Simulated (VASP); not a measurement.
# Nb (Cmmm) in VASP: single point with PBEsol

Aim: the single point of Nb with PBEsol.

Program: VASP 6.6.1. These are calculated values, not measurements. Logs are shortened: lines on timing, memory, paths and dates and some standing lists are left out, and cuts for length are marked.

## Step 1: The cell of the first run

Symmetry: Cmmm, No. 65, orthorhombic system. Conventional cell: a = 3.235 Å, b = 4.547 Å, c = 4.598 Å, α = 90.00°, β = 90.00°, γ = 90.00°. Nb (site symmetry mmm) has 6 Nb at 2.79 to 3.23 Å within 3.7 Å.

## Step 2: Single point, PBEsol

INCAR

```
SYSTEM = Nb
PREC = Accurate
ENCUT = 520
EDIFF = 1E-6
ISMEAR = 1
SIGMA = 0.1
LREAL = .False.
LASPH = .True.
NELM = 80
ALGO = Normal
ISIF = 2
LWAVE = .False.
LCHARG = .False.
GGA = PS
NBANDS = 12
```

KPOINTS

```
regular mesh
0
Gamma
  11 11 6
  0 0 0
```

POSCAR

```
Nb
1.0
    1.6174290000     -2.2736270000      0.0000000000
    1.6174290000      2.2736270000      0.0000000000
    0.0000000000      0.0000000000      4.5984950000
Nb
1
Direct
    0.0000000000      0.0000000000      0.0000000000
```

Potentials or basis: VASP PAW PBE potentials, release 64 (Nb_sv).

Run with:

```console
> cat potpaw_PBE.64/Nb_sv/POTCAR > POTCAR
> mpirun -np 1 vasp_std > vasp.out
```

OUTCAR:

```text
SYSTEM = Nb
   PREC = Accurate
   ENCUT = 520
   EDIFF = 1E-6
   ISMEAR = 1
   LREAL = .False.
   LASPH = .True.
   NELM = 80
   ISIF = 2
   GGA = PS

 ion  position               nearest neighbor table
   1  0.000  0.000  0.000-

  LATTYP: Found a base centered orthorhombic cell.
 ALAT       =     3.2348580000
 B/A-ratio  =     1.4057043617
 C/A-ratio  =     1.4215446242

  Lattice vectors:

 A1 = (   1.6174290000,  -2.2736270000,   0.0000000000)
 A2 = (   1.6174290000,   2.2736270000,   0.0000000000)
 A3 = (   0.0000000000,   0.0000000000,   4.5984950000)

Analysis of symmetry for initial positions (statically):
=====================================================================
 Subroutine PRICEL returns:
 Original cell was already a primitive cell.

 Routine SETGRP: Setting up the symmetry group for a
 base centered orthorhombic supercell.

 Subroutine GETGRP returns: Found  8 space group operations
 (whereof  8 operations were pure point group operations)
 out of a pool of  8 trial point group operations.

The static configuration has the point symmetry D_2h.

Analysis of symmetry for dynamics (positions and initial velocities):
=====================================================================
 Subroutine PRICEL returns:
 Original cell was already a primitive cell.

 Routine SETGRP: Setting up the symmetry group for a
 base centered orthorhombic supercell.

 Subroutine GETGRP returns: Found  8 space group operations
 (whereof  8 operations were pure point group operations)
 out of a pool of  8 trial point group operations.

The dynamic configuration has the point symmetry D_2h.

 Subroutine INISYM returns: Found  8 space group operations
 (whereof  8 operations are pure point group operations),
 and found     1 'primitive' translations

----------------------------------------------------------------------------------------

                                     Primitive cell

  volume of cell :      33.8213

  direct lattice vectors                    reciprocal lattice vectors
     1.617429000 -2.273627000  0.000000000     0.309132580 -0.219912941  0.000000000
     1.617429000  2.273627000  0.000000000     0.309132580  0.219912941  0.000000000
     0.000000000  0.000000000  4.598495000     0.000000000  0.000000000  0.217462452

  length of vectors
     2.790243055  2.790243055  4.598495000     0.379374029  0.379374029  0.217462452

  position of ions in fractional coordinates (direct lattice)
     0.000000000  0.000000000  0.000000000

  ion indices of the primitive-cell ions
   primitive index   ion index
                 1           1

----------------------------------------------------------------------------------------

 KPOINTS: regular mesh

Automatic generation of k-mesh.
 Grid dimensions read from file:
 generate k-points for:   11   11    6

 Generating k-lattice:

  Cartesian coordinates                     Fractional coordinates (reciprocal lattice)
     0.028102962 -0.019992086  0.000000000     0.090909091 -0.000000000  0.000000000
     0.028102962  0.019992086  0.000000000    -0.000000000  0.090909091  0.000000000
     0.000000000  0.000000000  0.036243742     0.000000000  0.000000000  0.166666667

  Length of vectors
     0.034488548  0.034488548  0.036243742

  Shift w.r.t. Gamma in fractional coordinates (k-lattice)
     0.000000000  0.000000000  0.000000000

 Subroutine IBZKPT returns following result:
 ===========================================

 Found    144 irreducible k-points:

 Following reciprocal coordinates:
            Coordinates               Weight
  0.000000  0.000000  0.000000      1.000000
  0.090909  0.000000  0.000000      4.000000
  0.181818  0.000000  0.000000      4.000000
  0.272727  0.000000  0.000000      4.000000
  0.363636  0.000000  0.000000      4.000000
  0.454545  0.000000  0.000000      4.000000
[... 16 lines left out ...]
 -0.272727  0.181818  0.000000      4.000000
 -0.181818  0.181818  0.000000      2.000000
 [... further k-points ...]
   k-points           NKPTS =    144   k-points in BZ     NKDIM =    144   number of bands    NBANDS=     12
   number of dos      NEDOS =    301   number of ions     NIONS =      1
   total plane-waves  NPLWV =  20736
   dimension x,y,z NGX =    24 NGY =   24 NGZ =   36
   dimension x,y,z NGXF=    48 NGYF=   48 NGZF=   72
   ions per type =               1
   NGX,Y,Z   is equivalent  to a cutoff of  14.30, 14.30, 13.01 a.u.
   NGXF,Y,Z  is equivalent  to a cutoff of  28.60, 28.60, 26.03 a.u.
 SYSTEM =  Nb
   PREC   = accura    normal or accurate (medium, high low for compatibility)
   ISTART =      0    job   : 0-new  1-cont  2-samecut
   ICHARG =      2    charge: 1-file 2-atom 10-const
   ISPIN  =      1    spin polarized calculation?
   LNONCOLLINEAR =      F non collinear calculations
   LSORBIT =      F    spin-orbit coupling
   LASPH  =      T    aspherical Exc in radial PAW
   ENCUT  =  520.0 eV  38.22 Ry    6.18 a.u.   5.19  5.19  8.55*2*pi/ulx,y,z
   NELM   =     80;   NELMIN=  2; NELMDL= -5     # of ELM steps
   EDIFF  = 0.1E-05   stopping-criterion for ELM
   LREAL  =      F    real-space projection
   EDIFFG = 0.1E-04   stopping-criterion for IOM
   NSW    =      0    number of steps for IOM
   IBRION =     -1    ionic relax: 0-MD 1-quasi-New 2-CG
   NFREE  =      0    steps in history (QN), initial steepest desc. (CG)
   ISIF   =      2    stress and relaxation
   ISYM   =      2    0-nonsym 1-usesym 2-fastsym
   POTIM  = 0.5000    time-step for ionic-motion
   TEBEG  =    0.0;   TEEND  =   0.0 temperature during run
   PSTRESS=    0.0 pullay stress
   NELECT =      13.0000    total number of electrons
   NUPDOWN=      -1.0000    fix difference up-down
   EMIN   =  10.00;   EMAX   =-10.00  energy-range for DOS
   EFERMI =   0.00;   METHOD = LEGACY
   ISMEAR =     1;   SIGMA  =   0.10  broadening in eV -4-tet -1-fermi 0-gaus
   EFERMI_NEDOS =   21; number of points for ismear=-14 and -15
   IALGO  =     38    algorithm
   IMIX   =      4    mixing-type and parameters
     AMIX     =   0.40;   BMIX     =  1.00
     AMIX_MAG =   1.60;   BMIX_MAG =  1.00
  volume/ion in A,a.u.               =      33.82       228.24
  Fermi-wavevector in a.u.,A,eV,Ry     =   1.190308  2.249355 19.277174  1.416832
  Thomas-Fermi vector in A             =   2.326395
   LORBIT       =      0    0 simple, 1 ext, 2 COOP (PROOUT), +10 PAW based schemes
   GGA     = PS    functional components
   LHFCALC =     F    Hartree Fock is set to
   AEXX    =    0.0000 exact exchange contribution
   IVDW    =     0    specifies the selected vdW correction
   LEPSILON=     F    determine dielectric tensor
   LRPA    =     F    only Hartree local field effects (RPA)
 non-spin polarized calculation
 Methfessel and Paxton  Order N= 1 SIGMA  =   0.10
  energy-cutoff  :      520.00
  volume of cell :       33.82
 maximum number of plane-waves:       926
 NGX is ok and might be reduce to    24
   NGX = 11   NGY = 11   NGZ = 17

 number of electron      12.9999999 magnetization

 Free energy of the ion-electron system (eV)
  ---------------------------------------------------
  ext. energy  EPLUGINS =         0.00000000
  ---------------------------------------------------
  free energy    TOTEN  =        -8.68614178 eV

  energy without entropy =       -8.68619828  energy(sigma->0) =       -8.68616061

 E-fermi :   4.4154     XC(G=0):  -9.2048

 val. band max:        4.3796473844   @ k =   0.3636   0.2727   0.5000
 cond. band min:       4.4266726542   @ k =  -0.3636   0.0909   0.3333
 fundamental gap:      0.0470252698
 Fermi energy:         4.4154261204

 k-point     1 :       0.0000    0.0000    0.0000
  band No.  band energies     occupation
      1     -50.6740      2.00000
      2     -26.9595      2.00000
      3     -26.0868      2.00000
      4     -25.7869      2.00000
      5      -0.1547      2.00000
      6       2.6129      2.00000
      7       3.0972      2.00000
      8       7.0313      0.00000
      9       7.1607      0.00000
     10       7.7445      0.00000
     11       7.7450      0.00000
     12      13.2089      0.00000

 k-point     2 :       0.0909    0.0000    0.0000
  band No.  band energies     occupation
      1     -50.6618      2.00000
      2     -26.9476      2.00000
      3     -26.1423      2.00000
      4     -25.8349      2.00000
      5       0.1172      2.00000
      6       2.7469      2.00000
      7       3.1965      2.00000
      8       6.1776     -0.00000
      9       6.9651      0.00000
     10       7.5267      0.00000
     11       8.9474      0.00000
     12      13.2522      0.00000

 k-point     3 :       0.1818    0.0000    0.0000
  band No.  band energies     occupation
      1     -50.6289      2.00000
      2     -26.9157      2.00000
      3     -26.3466      2.00000
      4     -25.9024      2.00000
      5       0.8106      2.00000
      6       2.9756      2.00000
      7       3.6309      2.00000
      8       4.9871     -0.00000
      9       6.9772      0.00000
     10       7.4473      0.00000
     11      10.2572      0.00000
     12      13.3567      0.00000
[... 286 lines left out ...]
 k-point    23 :      -0.2727    0.1818    0.0000
  band No.  band energies     occupation
      1     -50.5586      2.00000
      2     -26.8515      2.00000
      3     -26.5423      2.00000
      4     -26.2135      2.00000
      5       1.8917      2.00000
      6       3.8107      2.00000
      7       4.1320      2.00046
      8       4.3258      2.02143
      9       6.1496     -0.00000
     10       6.4686      0.00000
     11      12.0731      0.00000
     12      13.7146      0.00000

 k-point    24 :      -0.1818    0.1818    0.0000
  band No.  band energies     occupation
      1     -50.5974      2.00000
      2     -26.8881      2.00000
      3     -26.2572      2.00000
      4     -26.2070      2.00000
      5       1.2000      2.00000
      6       3.4086      2.00000
      7       4.5309     -0.06927
      8       5.0352     -0.00000
      9       5.1993     -0.00000
     10       6.5708      0.00000
     11      11.1274      0.00000
     12      13.5394      0.00000

 [... further k-points ...]
[... 5 lines left out ...]
  --------------------------------------------------------------------------------------
  -------------------------------------------------------------------------------------
  Total       -4.1664191     -3.7266031     -1.9736748      0.0000000      0.0000000      0.0000000
  in kB     -197.3710156   -176.5361166    -93.4966451      0.0000000      0.0000000      0.0000000
  external PRESSURE =    -155.8012591 kB  Pullay stress =       0.0000000 kB

 VOLUME and BASIS-vectors are now :
 -----------------------------------------------------------------------------
  energy-cutoff  :      520.00
  volume of cell :       33.82
      direct lattice vectors                 reciprocal lattice vectors
     1.617429000 -2.273627000  0.000000000     0.309132580 -0.219912941  0.000000000
     1.617429000  2.273627000  0.000000000     0.309132580  0.219912941  0.000000000
     0.000000000  0.000000000  4.598495000     0.000000000  0.000000000  0.217462452

 POSITION                                       TOTAL-FORCE (eV/Angst)
 -----------------------------------------------------------------------------------
      0.00000      0.00000      0.00000         0.000000      0.000000      0.000000
 -----------------------------------------------------------------------------------
    total drift:                                0.000000      0.000000      0.000000

  FREE ENERGIE OF THE ION-ELECTRON SYSTEM (eV)
  ---------------------------------------------------
  free  energy   TOTEN  =        -8.6861417790 eV

  energy  without entropy=       -8.6861982800  energy(sigma->0) =       -8.68616061
```

Wall time 46 s (1 thread of Intel Xeon Platinum 8175M at 2.50GHz (Skylake/Cascade Lake), shared host); peak memory 0.19 GiB.

Results:

| Quantity | Value |
| --- | --- |
| Free energy | -8.6861 eV |
| Pressure | -15.6 GPa |

Caveat: the PAW data sets were made with another functional, which shifts forces and pressure a little.
